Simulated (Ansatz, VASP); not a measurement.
One calculation of TaN, two programs

```
CELL_PARAMETERS angstrom
2.98774 0.00000 0.00000
-1.49387 2.58746 0.00000
0.00000 0.00000 4.83916
ATOMIC_POSITIONS crystal
Ta 0.33333 0.66667 0.00000
Ta 0.66667 0.33333 0.50000
N 0.33333 0.66667 0.38500
N 0.66667 0.33333 0.88500
```

Change from the starting cell: volume scaled by 0.94, crystal datasets.

Alike in both runs: task electric field gradients; functional PBE; k mesh 9 × 9 × 5; occupations fermi-dirac, width 0.01 eV; no spin polarisation.

|  | VASP | Ansatz |
| --- | --- | --- |
| version | VASP 6.6.1 | Ansatz 0.2.0 |
| potentials or method | VASP PAW PBE potentials, release 64 (Ta_pv, N), cutoff 520 eV | all-electron PAW with datasets made for the crystal, scalar-relativistic |

|  | VASP | Ansatz | Ansatz less VASP |
| --- | --- | --- | --- |
| pressure (GPa) | 191.1 | 183.7 | -7.41 |
| traceless stress, the component that is largest in VASP (GPa) | -21.83 | -20.99 | +0.835 |
| rms of the force components (eV/Å) | 1.448 | 1.412 | -0.0359 |
| size of Vzz on the site where it differs most (V/Å²) | 130.4 | 125.0 | -5.46 |

Atom by atom the forces differ by 0.036 eV/Å (rms over components). Both programs put the cell under a high pressure, so it lies far from rest at this level. Ansatz ran all-electron here, and VASP with PAW potentials.

Neither program's run includes spin-orbit coupling. Noted on VASP's run: the cell as given lies far from equilibrium.
